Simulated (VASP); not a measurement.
A run of VASP 6.6.1 is set up as follows.

File INCAR:

```
PREC = Accurate ; ENCUT = 520
EDIFF = 1E-6 ; ISMEAR = -1
SIGMA = 0.1 ; LREAL = False
LASPH = True ; NELM = 80
ALGO = Normal ; ISIF = 2
LWAVE = False ; LCHARG = False
NBANDS = 17
```

KPOINTS

```
Automatic mesh
0
Gamma
  13 13 7
```

POSCAR

```
Pt
1.0
    2.7150233397      0.0000000000      0.0000000000
   -1.3575116699      2.3512791841      0.0000000000
    0.0000000000      0.0000000000      4.6570571281
Pt
2
Direct
    0.3333333333      0.6666666667      0.2500000000
    0.6666666667      0.3333333333      0.7500000000
```

Potentials or basis: VASP PAW LDA potentials, release 64 (Pt).

The run is started by

```bash
$ cat potpaw_LDA.64/Pt/POTCAR > POTCAR
$ mpirun -np 1 vasp_std > vasp.out
```

(1) Predict the band gap on the k mesh.

(2) Predict the pressure.

Answers

(1) zero (bands 10 and 11 overlap by 1.25 eV).

(2) 0.8 GPa.

Caveat: spin-orbit coupling is left out, which moves the levels of the heavy elements.
